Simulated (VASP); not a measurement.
A run of VASP 6.6.1 is set up as follows.

The input INCAR:

```
PREC = Accurate
ENCUT = 520
EDIFF = 1E-7
ISMEAR = 0
SIGMA = 0.1
LREAL = F
LASPH = T
NELM = 80
ALGO = Normal
ISIF = 2
LWAVE = F
LCHARG = F
GGA = PE
NBANDS = 24
```

KPOINTS

```
regular mesh
0
Gamma
  6 6 2
```

The input POSCAR:

```
Li3ZrN2
1.0
    3.2425995600      0.0000000000      0.0000000000
   -1.6212997800      2.8081736000      0.0000000000
    0.0000000000      0.0000000000      7.8860903000
Li Zr N
3 1 2
Direct
    0.6666666700      0.3333333300      0.8848819900
    0.6666666700      0.3333333300      0.1151180100
    0.6666666700      0.3333333300      0.5000000000
    0.3333333300      0.6666666700      0.0000000000
    0.3333333300      0.6666666700      0.3285497400
    0.3333333300      0.6666666700      0.6714502600
```

Potentials or basis: VASP PAW PBE potentials, release 64 (Li_sv, Zr_sv, N).

Run with:

```bash
$ cat potpaw_PBE.64/Li_sv/POTCAR potpaw_PBE.64/Zr_sv/POTCAR potpaw_PBE.64/N/POTCAR > POTCAR
$ mpirun -np 1 vasp_std > vasp.out
```

Question: What does it give for the largest force?

Answer: 7.912 eV/Å.

Question: What does it give for the band gap on the k mesh?

Answer: Zero (an odd number of electrons rules out a gap without spin polarisation).

Forces in eV/Å, atoms in the order of the input:
```
Li   0.000  0.000 -7.912
Li   0.000  0.000  7.912
Li   0.000  0.000  0.000
Zr   0.000  0.000  0.000
N    0.000  0.000 -3.588
N    0.000  0.000  3.588
```

Caveat: the k points lie up to 0.40 Å⁻¹ apart, too coarse for converged energies and pressures of a metal; forces of over 1 eV/Å act on the atoms, so gaps and moduli don't describe the material at rest.
